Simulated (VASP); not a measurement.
Here is a VASP 6.6.1 calculation.

File INCAR:

```
SYSTEM = Be24Cl
  PREC = Accurate
  ENCUT = 520
  EDIFF = 1E-7
  ISMEAR = 0
  SIGMA = 0.1
  LREAL = .FALSE.
  LASPH = .TRUE.
  NELM = 120
  ALGO = Normal
  ISIF = 2
  LWAVE = .FALSE.
  LCHARG = .FALSE.
  LDIPOL = .TRUE.
  IDIPOL = 3
  DIPOL = 0.5 0.5 0.321
  GGA = PE
  IBRION = 2
  NSW = 36
  EDIFFG = -0.025
  GGA_COMPAT = .FALSE.
  NELMIN = 4
  NELMDL = -8
  KPAR = 4
```

KPOINTS

```
Automatic mesh
0
G
  6 4 1
  0 0 0
```

POSCAR

```
Be24Cl
1.0
    4.5254381414      0.0000000000      0.0000000000
    0.0000000000      7.1336190818      0.0000000000
    0.0000000000      0.0000000000     19.8685529777
Be Cl
24 1
Selective dynamics
Direct
    0.0000000000      0.3750000000      0.2013231665  F F F
    0.0000000000      0.8750000000      0.2013231665  F F F
    0.5000000000      0.3750000000      0.2013231665  F F F
    0.5000000000      0.8750000000      0.2013231665  F F F
    0.2500000000      0.1250000000      0.2341987732  F F F
    0.2500000000      0.6250000000      0.2341987732  F F F
    0.7500000000      0.1250000000      0.2341987732  F F F
    0.7500000000      0.6250000000      0.2341987732  F F F
    0.2500000000      0.3750000000      0.2999499865  F F F
    0.2500000000      0.8750000000      0.2999499865  F F F
    0.7500000000      0.3750000000      0.2999499865  F F F
    0.7500000000      0.8750000000      0.2999499865  F F F
    0.0000000000      0.1250000000      0.3268353583  F F F
    0.0000000000      0.6250000000      0.3268353583  F F F
    0.5000000000      0.1250000000      0.3268353583  F F F
    0.5000000000      0.6250000000      0.3268353583  F F F
    0.0000000000      0.3750000000      0.3993099146  F F F
    0.0000000000      0.8750000000      0.3993099146  F F F
    0.5000000000      0.3750000000      0.3993099146  F F F
    0.5000000000      0.8750000000      0.3993099146  F F F
    0.2500000000      0.1250000000      0.4211958962  F F F
    0.2500000000      0.6250000000      0.4211958962  F F F
    0.7500000000      0.1250000000      0.4211958962  F F F
    0.7500000000      0.6250000000      0.4211958962  F F F
    0.5000000000      0.1250000000      0.5045017202  F F T
```

Potentials or basis: VASP PAW PBE potentials, release 64 (Be, Cl).

Command:

```sh
$ cat potpaw_PBE.64/Be/POTCAR potpaw_PBE.64/Cl/POTCAR > POTCAR
$ mpirun -np 4 vasp_std > vasp.out
```

(1) Estimate the energy gained by relaxing.

(2) What does it give for the band gap on the k mesh?

Answers

(1) 3.2 meV/atom.

(2) zero (an odd number of electrons rules out a gap without spin polarisation).

Caveat: an odd number of electrons without spin polarisation forces a metal; a magnetic or distorted state may lie lower.
